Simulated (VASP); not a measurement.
MgS:

```xyz
2
Lattice="0.0000 2.6017 2.6017 2.6017 0.0000 2.6017 2.6017 2.6017 0.0000" Properties=species:S:1:pos:R:3 pbc="T T T"
Mg    0.0000    0.0000    0.0000
S     2.6017    2.6017    2.6017
```

Base run:

| Quantity | Value |
| --- | --- |
| Program | VASP 6.6.1 |
| Functional | PBE |
| Potentials or basis | VASP PAW PBE potentials, release 64 (Mg, S) |
| Cutoff | 600 eV |
| k mesh | 8 × 8 × 8 |
| Occupations | gaussian, width 0.05 eV |
| Spin | no spin polarisation |

Its results: band gap on the k mesh 2.78 eV, indirect (least direct gap 3.71 eV); pressure 0.9 GPa.

Q: The run is repeated on the same cell with these changes: functional from PBE to LDA; potentials or basis from VASP PAW PBE potentials, release 64 (Mg, S) to VASP PAW LDA potentials, release 64 (Mg, S). What comes out?

A: Band gap on the k mesh 2.56 eV, indirect (least direct gap 3.49 eV); pressure -3.8 GPa.

A k mesh can miss the band edges.
